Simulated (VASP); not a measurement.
Set up this calculation in VASP 6.6.1, as the native input.

| Item | Value |
| --- | --- |
| Task | single point |
| Functional | r2SCAN |
| Potentials or basis | VASP PAW PBE potentials, release 64 (Ta_pv) |
| Cutoff | 550 eV |
| k mesh | 14 × 14 × 14 |
| Occupations | fermi-dirac, width 0.08 eV |
| Spin | no spin polarisation |
| Dipole correction | no |
| Further INCAR settings | ALGO = Normal; EDIFF = 1e-06; NBANDS = 12 |

The system is Ta.

```xyz
1
Lattice="0.0000 2.0859 2.0859 2.0859 0.0000 2.0859 2.0859 2.0859 0.0000" Properties=species:S:1:pos:R:3 pbc="T T T"
Ta    0.0000    0.0000    0.0000
```

This isn't the form of Ta at room conditions, which is bcc.

These files were run (other wordings do the same):

POSCAR

```
Ta
1.0
    0.0000000000      2.0859058039      2.0859058039
    2.0859058039      0.0000000000      2.0859058039
    2.0859058039      2.0859058039      0.0000000000
Ta
1
Direct
    0.0000000000      0.0000000000      0.0000000000
```

INCAR.step1

```
SYSTEM = Ta
ALGO     = Normal         ! electronic algorithm
EDIFF    = 1E-5           ! SCF threshold, eV
ENCUT    = 550            ! plane-wave cutoff, eV
GGA      = PE             ! functional
GGA_COMPAT= .FALSE.      
ISMEAR   = -1             ! smearing method
LASPH    = .TRUE.         ! aspherical terms in the spheres
LCHARG   = .FALSE.        ! write CHGCAR
LREAL    = .FALSE.        ! projectors in reciprocal space
LWAVE    = .TRUE.         ! write WAVECAR
NBANDS   = 12             ! bands
NELM     = 120            ! most SCF steps
PREC     = Accurate       ! precision mode
SIGMA    = 0.08           ! smearing width, eV
```

INCAR.step2

```
SYSTEM = Ta
ALGO     = Normal         ! electronic algorithm
EDIFF    = 1E-6           ! SCF threshold, eV
ENCUT    = 550            ! plane-wave cutoff, eV
GGA_COMPAT= .FALSE.      
ISIF     = 2              ! what is computed and relaxed
ISMEAR   = -1             ! smearing method
ISTART   = 1            
LASPH    = .TRUE.         ! aspherical terms in the spheres
LCHARG   = .FALSE.        ! write CHGCAR
LMIXTAU  = .TRUE.       
LREAL    = .FALSE.        ! projectors in reciprocal space
LWAVE    = .FALSE.        ! write WAVECAR
METAGGA  = R2SCAN         ! meta-GGA
NBANDS   = 12             ! bands
NELM     = 120            ! most SCF steps
PREC     = Accurate       ! precision mode
SIGMA    = 0.08           ! smearing width, eV
```

KPOINTS

```
k-points
0
G
  14 14 14
  0 0 0
```

Potentials or basis: VASP PAW PBE potentials, release 64 (Ta_pv).

The run is started by

```console
$ cat potpaw_PBE.64/Ta_pv/POTCAR > POTCAR
$ cp INCAR.step1 INCAR
$ mpirun -np 1 vasp_std > vasp.out
$ cp INCAR.step2 INCAR
$ mpirun -np 1 vasp_std > vasp.out
```

Results of the run:

```yaml
Pressure: 5.9 GPa
Band_gap_on_the_k_mesh: zero (an odd number of electrons rules out a gap without spin polarisation)
```

Caveat: the cell stands under pressure; the PAW data sets were made with another functional, which shifts forces and pressure a little; spin-orbit coupling is left out, which moves the levels of the heavy elements.

Wall time 59 s on 1 thread of Intel(R) Xeon(R) Platinum 8259CL CPU @ 2.50GHz (Skylake/Cascade Lake), on a shared host, peak memory 0.16 GiB.
